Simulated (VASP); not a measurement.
A run of VASP 6.6.1:

File POSCAR:

```
Ca3GeN
1.0
    4.7943387850      0.0000000000      0.0000000000
    0.0000000000      4.7943387850      0.0000000000
    0.0000000000      0.0000000000      4.7943387850
Ca Ge N
3 1 1
Direct
    0.0000000000      0.5000000000      0.5000000000
    0.5000000000      0.0000000000      0.5000000000
    0.5000000000      0.5000000000      0.0000000000
    0.0000000000      0.0000000000      0.0000000000
    0.5000000000      0.5000000000      0.5000000000
```

Contents of INCAR.step1:

```
SYSTEM = Ca3GeN
PREC = Accurate ; ENCUT = 520
ISMEAR = -1 ; SIGMA = 0.1
LREAL = .FALSE. ; LASPH = .TRUE.
NELM = 60 ; NBANDS = 32
GGA = PE ; ALGO = Normal
EDIFF = 1E-4 ; LWAVE = .TRUE.
LCHARG = .FALSE.
```

Contents of INCAR.step2:

```
SYSTEM = Ca3GeN
PREC = Accurate ; ENCUT = 520
EDIFF = 1E-6 ; ISMEAR = -1
SIGMA = 0.1 ; LREAL = .FALSE.
LASPH = .TRUE. ; NELM = 60
ALGO = Normal ; ISIF = 2
LWAVE = .FALSE. ; LCHARG = .TRUE.
METAGGA = R2SCAN ; LMIXTAU = .TRUE.
LELF = .TRUE. ; LVHAR = .TRUE.
NBANDS = 32 ; ISTART = 1
```

File KPOINTS:

```
regular mesh
0
G
  7 7 7
  0 0 0
```

Potentials or basis: VASP PAW PBE potentials, release 64 (Ca_sv, Ge_d, N).

Run with:

```bash
$ cat potpaw_PBE.64/Ca_sv/POTCAR potpaw_PBE.64/Ge_d/POTCAR potpaw_PBE.64/N/POTCAR > POTCAR
$ cp INCAR.step1 INCAR
$ mpirun -np 1 vasp_std > vasp.out
$ cp INCAR.step2 INCAR
$ mpirun -np 1 vasp_std > vasp.out
```

Hardware: 1 thread of Intel(R) Xeon(R) 6975P-C (Granite Rapids), on a shared host.

Problem. Estimate the wall time of this run.

Solution. Run time: 120 s on 1 thread of Intel(R) Xeon(R) 6975P-C (Granite Rapids) (shared host), peak memory 0.25 GiB. Counts: k points 20.
